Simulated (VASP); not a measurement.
# Hg (P6_3/mmc) in VASP: single point with PBE

Aim: the single point of Hg with PBE.

Program: VASP 6.6.1. These are calculated values, not measurements. Logs are shortened: lines on timing, memory, paths and dates and some standing lists are left out, and cuts for length are marked.

**1. The cell of the first run**

It takes space group P6_3/mmc (No. 194, hexagonal). Conventional cell: a = 3.221 Å, b = 3.221 Å, c = 11.060 Å, α = 90.00°, β = 90.00°, γ = 120.00°. Hg (site symmetry -3m) has 12 Hg at 3.22 to 3.33 Å within 4.2 Å. Within 4.2 Å of Hg (site symmetry -6m2) lie 12 Hg at 3.22 to 3.33 Å.

**2. Single point, PBE**

INCAR reads:

```
ALGO     = Normal         # electronic algorithm
EDIFF    = 1E-6           # SCF threshold, eV
ENCUT    = 520            # plane-wave cutoff, eV
GGA      = PE             # functional
ISIF     = 2              # what is computed and relaxed
ISMEAR   = -1             # smearing method
LASPH    = True           # aspherical terms in the spheres
LCHARG   = True           # write CHGCAR
LELF     = True           # ELF
LREAL    = False          # projectors in reciprocal space
LVHAR    = True         
LWAVE    = False          # write WAVECAR
NBANDS   = 32             # bands
NELM     = 80             # most SCF steps
PREC     = Accurate       # precision mode
SIGMA    = 0.02           # smearing width, eV
```

KPOINTS reads:

```
k-points
0
Gamma
  6 6 2
```

POSCAR reads:

```
Hg
1.0
    3.2208396983      0.0000000000      0.0000000000
   -1.6104198491      2.7893290002      0.0000000000
    0.0000000000      0.0000000000     11.0601146744
Hg
4
Direct
    0.0000000000      0.0000000000      0.0000000000
    0.3333333333      0.6666666667      0.2500000000
    0.0000000000      0.0000000000      0.5000000000
    0.6666666667      0.3333333333      0.7500000000
```

Potentials or basis: VASP PAW PBE potentials, release 64 (Hg).

On the command line:

```console
cat potpaw_PBE.64/Hg/POTCAR > POTCAR
mpirun -np 1 vasp_std > vasp.out
```

OUTCAR:

```text
EDIFF = 1E-6
   ENCUT = 520
   GGA = PE
   ISIF = 2
   ISMEAR = -1
   LASPH = True
   LREAL = False
   NELM = 80
   PREC = Accurate

 ion  position               nearest neighbor table
   1  0.000  0.000  0.000-   2 3.33   4 3.33   2 3.33   4 3.33   4 3.33   2 3.33
   2  0.333  0.667  0.250-   1 3.33   3 3.33   1 3.33   3 3.33   1 3.33   3 3.33
   3  0.000  0.000  0.500-   2 3.33   4 3.33   2 3.33   4 3.33   4 3.33   2 3.33
   4  0.667  0.333  0.750-   1 3.33   3 3.33   1 3.33   3 3.33   1 3.33   3 3.33

  LATTYP: Found a hexagonal cell.
 ALAT       =     3.2208396983
 C/A-ratio  =     3.4339227377

  Lattice vectors:

 A1 = (   3.2208396983,   0.0000000000,   0.0000000000)
 A2 = (  -1.6104198491,   2.7893290002,   0.0000000000)
 A3 = (   0.0000000000,   0.0000000000,  11.0601146744)

Analysis of symmetry for initial positions (statically):
=====================================================================
 Subroutine PRICEL returns:
 Original cell was already a primitive cell.

 Routine SETGRP: Setting up the symmetry group for a
 hexagonal supercell.

 Subroutine GETGRP returns: Found 24 space group operations
 (whereof 12 operations were pure point group operations)
 out of a pool of 24 trial point group operations.

The static configuration has the point symmetry D_3d.
 The point group associated with its full space group is D_6h.

Analysis of symmetry for dynamics (positions and initial velocities):
=====================================================================
 Subroutine PRICEL returns:
 Original cell was already a primitive cell.

 Routine SETGRP: Setting up the symmetry group for a
 hexagonal supercell.

 Subroutine GETGRP returns: Found 24 space group operations
 (whereof 12 operations were pure point group operations)
 out of a pool of 24 trial point group operations.

The dynamic configuration has the point symmetry D_3d.
 The point group associated with its full space group is D_6h.

 Subroutine INISYM returns: Found 24 space group operations
 (whereof 12 operations are pure point group operations),
 and found     1 'primitive' translations

----------------------------------------------------------------------------------------

                                     Primitive cell

  volume of cell :      99.3639

  direct lattice vectors                    reciprocal lattice vectors
     3.220839698  0.000000000  0.000000000     0.310478041  0.179254581  0.000000000
    -1.610419849  2.789329000  0.000000000     0.000000000  0.358509161  0.000000000
     0.000000000  0.000000000 11.060114674     0.000000000  0.000000000  0.090414976

  length of vectors
     3.220839698  3.220839698 11.060114674     0.358509161  0.358509161  0.090414976

  position of ions in fractional coordinates (direct lattice)
     0.000000000  0.000000000  0.000000000
     0.333333333  0.666666667  0.250000000
     0.000000000  0.000000000  0.500000000
     0.666666667  0.333333333  0.750000000

  ion indices of the primitive-cell ions
   primitive index   ion index
                 1           1
                 2           2
                 3           3
                 4           4

----------------------------------------------------------------------------------------

 KPOINTS: k-points

Automatic generation of k-mesh.
 Grid dimensions read from file:
 generate k-points for:    6    6    2

 Generating k-lattice:

  Cartesian coordinates                     Fractional coordinates (reciprocal lattice)
     0.051746340  0.029875763  0.000000000     0.166666667  0.000000000  0.000000000
     0.000000000  0.059751527  0.000000000     0.000000000  0.166666667  0.000000000
     0.000000000  0.000000000  0.045207488     0.000000000  0.000000000  0.500000000

  Length of vectors
     0.059751527  0.059751527  0.045207488

  Shift w.r.t. Gamma in fractional coordinates (k-lattice)
     0.000000000  0.000000000  0.000000000

 Subroutine IBZKPT returns following result:
 ===========================================

 Found     14 irreducible k-points:

 Following reciprocal coordinates:
            Coordinates               Weight
  0.000000  0.000000  0.000000      1.000000
  0.166667  0.000000  0.000000      6.000000
  0.333333  0.000000  0.000000      6.000000
  0.500000  0.000000  0.000000      3.000000
  0.166667  0.166667  0.000000      6.000000
  0.333333  0.166667  0.000000     12.000000
  0.333333  0.333333  0.000000      2.000000
  0.000000  0.000000  0.500000      1.000000
  0.166667  0.000000  0.500000      6.000000
  0.333333  0.000000  0.500000      6.000000
  0.500000  0.000000  0.500000      3.000000
  0.166667  0.166667  0.500000      6.000000
  0.333333  0.166667  0.500000     12.000000
  0.333333  0.333333  0.500000      2.000000
   k-points           NKPTS =     14   k-points in BZ     NKDIM =     14   number of bands    NBANDS=     32
   number of dos      NEDOS =    301   number of ions     NIONS =      4
   total plane-waves  NPLWV =  48384
   dimension x,y,z NGX =    24 NGY =   24 NGZ =   84
   dimension x,y,z NGXF=    48 NGYF=   48 NGZF=  168
   ions per type =               4
   NGX,Y,Z   is equivalent  to a cutoff of  12.39, 12.39, 12.63 a.u.
   NGXF,Y,Z  is equivalent  to a cutoff of  24.78, 24.78, 25.25 a.u.
 SYSTEM =  unknown system
   PREC   = accura    normal or accurate (medium, high low for compatibility)
   ISTART =      0    job   : 0-new  1-cont  2-samecut
   ICHARG =      2    charge: 1-file 2-atom 10-const
   ISPIN  =      1    spin polarized calculation?
   LNONCOLLINEAR =      F non collinear calculations
   LSORBIT =      F    spin-orbit coupling
   LASPH  =      T    aspherical Exc in radial PAW
   ENCUT  =  520.0 eV  38.22 Ry    6.18 a.u.   5.99  5.99 20.56*2*pi/ulx,y,z
   NELM   =     80;   NELMIN=  2; NELMDL= -5     # of ELM steps
   EDIFF  = 0.1E-05   stopping-criterion for ELM
   LREAL  =      F    real-space projection
   EDIFFG = 0.1E-04   stopping-criterion for IOM
   NSW    =      0    number of steps for IOM
   IBRION =     -1    ionic relax: 0-MD 1-quasi-New 2-CG
   NFREE  =      0    steps in history (QN), initial steepest desc. (CG)
   ISIF   =      2    stress and relaxation
   ISYM   =      2    0-nonsym 1-usesym 2-fastsym
   POTIM  = 0.5000    time-step for ionic-motion
   TEBEG  =    0.0;   TEEND  =   0.0 temperature during run
   PSTRESS=    0.0 pullay stress
   NELECT =      48.0000    total number of electrons
   NUPDOWN=      -1.0000    fix difference up-down
   EMIN   =  10.00;   EMAX   =-10.00  energy-range for DOS
   EFERMI =   0.00;   METHOD = LEGACY
   ISMEAR =    -1;   SIGMA  =   0.02  broadening in eV -4-tet -1-fermi 0-gaus
   EFERMI_NEDOS =   21; number of points for ismear=-14 and -15
   IALGO  =     38    algorithm
   IMIX   =      4    mixing-type and parameters
     AMIX     =   0.40;   BMIX     =  1.00
     AMIX_MAG =   1.60;   BMIX_MAG =  1.00
  volume/ion in A,a.u.               =      24.84       167.64
  Fermi-wavevector in a.u.,A,eV,Ry     =   1.284534  2.427418 22.450003  1.650029
  Thomas-Fermi vector in A             =   2.416722
   LORBIT       =      0    0 simple, 1 ext, 2 COOP (PROOUT), +10 PAW based schemes
   GGA     = PE    functional components
   LHFCALC =     F    Hartree Fock is set to
   AEXX    =    0.0000 exact exchange contribution
   IVDW    =     0    specifies the selected vdW correction
   LEPSILON=     F    determine dielectric tensor
   LRPA    =     F    only Hartree local field effects (RPA)
 non-spin polarized calculation
  energy-cutoff  :      520.00
  volume of cell :       99.36
 maximum number of plane-waves:      2706
 NGX is ok and might be reduce to    24
   NGX = 11   NGY = 11   NGZ = 41

 number of electron      47.9999995 magnetization

 Free energy of the ion-electron system (eV)
  ---------------------------------------------------
  ext. energy  EPLUGINS =         0.00000000
  ---------------------------------------------------
  free energy    TOTEN  =        -0.54732756 eV

  energy without entropy =       -0.54652317  energy(sigma->0) =       -0.54692537

 E-fermi :   2.0716     XC(G=0): -10.5861

 val. band max:        1.8151852930   @ k =   0.5000   0.0000   0.0000
 cond. band min:       2.0718523387   @ k =   0.3333   0.3333   0.0000
 fundamental gap:      0.2566670457
 Fermi energy:         2.0715609653

 k-point     1 :       0.0000    0.0000    0.0000
  band No.  band energies     occupation
      1      -6.3020      2.00000
      2      -5.4778      2.00000
      3      -5.4711      2.00000
      4      -5.4661      2.00000
      5      -4.6365      2.00000
      6      -4.5148      2.00000
[... 24 lines left out ...]
     31      15.5457      0.00000
     32      15.9364      0.00000

 k-point     2 :       0.1667    0.0000    0.0000
  band No.  band energies     occupation
      1      -5.7055      2.00000
      2      -5.1799      2.00000
      3      -5.0534      2.00000
      4      -5.0348      2.00000
      5      -4.6520      2.00000
      6      -4.6073      2.00000
[... 24 lines left out ...]
     31      12.9619      0.00000
     32      14.5726      0.00000

 k-point     3 :       0.3333    0.0000    0.0000
  band No.  band energies     occupation
      1      -5.2482      2.00000
      2      -5.2308      2.00000
      3      -5.1536      2.00000
      4      -5.0405      2.00000
      5      -4.9511      2.00000
      6      -4.7623      2.00000
[... 24 lines left out ...]
     31      10.1320      0.00000
     32      10.6127      0.00000

 k-point     4 :       0.5000    0.0000    0.0000
  band No.  band energies     occupation
      1      -5.3709      2.00000
      2      -5.3608      2.00000
      3      -5.3309      2.00000
      4      -5.1791      2.00000
      5      -5.0990      2.00000
      6      -4.8533      2.00000
[... 24 lines left out ...]
     31       9.6758      0.00000
     32      11.2655      0.00000

 k-point     5 :       0.1667    0.1667    0.0000
  band No.  band energies     occupation
      1      -4.9285      2.00000
      2      -4.9113      2.00000
      3      -4.8340      2.00000
      4      -4.8112      2.00000
      5      -4.7792      2.00000
      6      -4.7398      2.00000
[... 234 lines left out ...]
     31      10.1917      0.00000
     32      10.1917      0.00000

 k-point    12 :       0.1667    0.1667    0.5000
  band No.  band energies     occupation
      1      -4.9465      2.00000
      2      -4.9465      2.00000
      3      -4.8368      2.00000
      4      -4.8368      2.00000
      5      -4.7227      2.00000
      6      -4.7227      2.00000
[... 24 lines left out ...]
     31      11.0751      0.00000
     32      11.0751      0.00000

 k-point    13 :       0.3333    0.1667    0.5000
  band No.  band energies     occupation
      1      -5.0243      2.00000
      2      -5.0243      2.00000
      3      -4.9775      2.00000
      4      -4.9775      2.00000
      5      -4.9453      2.00000
      6      -4.9453      2.00000
[... 24 lines left out ...]
     31       8.5870      0.00000
     32       8.5870      0.00000

 k-point    14 :       0.3333    0.3333    0.5000
  band No.  band energies     occupation
      1      -4.9499      2.00000
      2      -4.9499      2.00000
      3      -4.7840      2.00000
      4      -4.7840      2.00000
      5      -4.5738      2.00000
      6      -4.5738      2.00000
[... 24 lines left out ...]
     31       6.0718      0.00000
     32       6.0718      0.00000

------------------------ aborting loop because EDIFF is reached ----------------------------------------

  FORCE on cell =-STRESS in cart. coord.  units (eV):
  Direction    XX          YY          ZZ          XY          YZ          ZX
  --------------------------------------------------------------------------------------
  -------------------------------------------------------------------------------------
  Total        0.9920264      0.9920264      2.2753830      0.0000000      0.0000000      0.0000000
  in kB       15.9957766     15.9957766     36.6890620      0.0000000      0.0000000      0.0000000
  external PRESSURE =      22.8935384 kB  Pullay stress =       0.0000000 kB

 VOLUME and BASIS-vectors are now :
 -----------------------------------------------------------------------------
  energy-cutoff  :      520.00
  volume of cell :       99.36
      direct lattice vectors                 reciprocal lattice vectors
     3.220839698  0.000000000  0.000000000     0.310478041  0.179254581  0.000000000
    -1.610419849  2.789329000  0.000000000     0.000000000  0.358509161  0.000000000
     0.000000000  0.000000000 11.060114674     0.000000000  0.000000000  0.090414976

 POSITION                                       TOTAL-FORCE (eV/Angst)
 -----------------------------------------------------------------------------------
      0.00000      0.00000      0.00000        -0.000000      0.000000      0.000000
     -0.00000      1.85955      2.76503         0.000000     -0.000000      0.000000
      0.00000      0.00000      5.53006        -0.000000      0.000000      0.000000
      1.61042      0.92978      8.29509        -0.000000      0.000000     -0.000000
 -----------------------------------------------------------------------------------
    total drift:                               -0.000000      0.000000      0.000000

  FREE ENERGIE OF THE ION-ELECTRON SYSTEM (eV)
  ---------------------------------------------------
  free  energy   TOTEN  =        -0.5473275612 eV

  energy  without entropy=       -0.5465231691  energy(sigma->0) =       -0.54692537
```

It took 26 s on 1 thread of Intel Xeon Platinum 8375C at 2.90GHz (Ice Lake), shared host; peak memory 0.21 GiB.

Results:

| Quantity | Value |
| --- | --- |
| Free energy | -0.5473 eV |
| Pressure | 2.3 GPa |
| Band gap on the k mesh | zero (band 24 reaches 2.22 eV, above the bottom of band 25 at 0.76 eV) |

Stress tensor (GPa, compression positive):
```
1.60 0.00 0.00
0.00 1.60 0.00
0.00 0.00 3.67
```

Caveat: the k points lie up to 0.38 Å⁻¹ apart; spin-orbit coupling is left out, which moves the levels of the heavy elements.
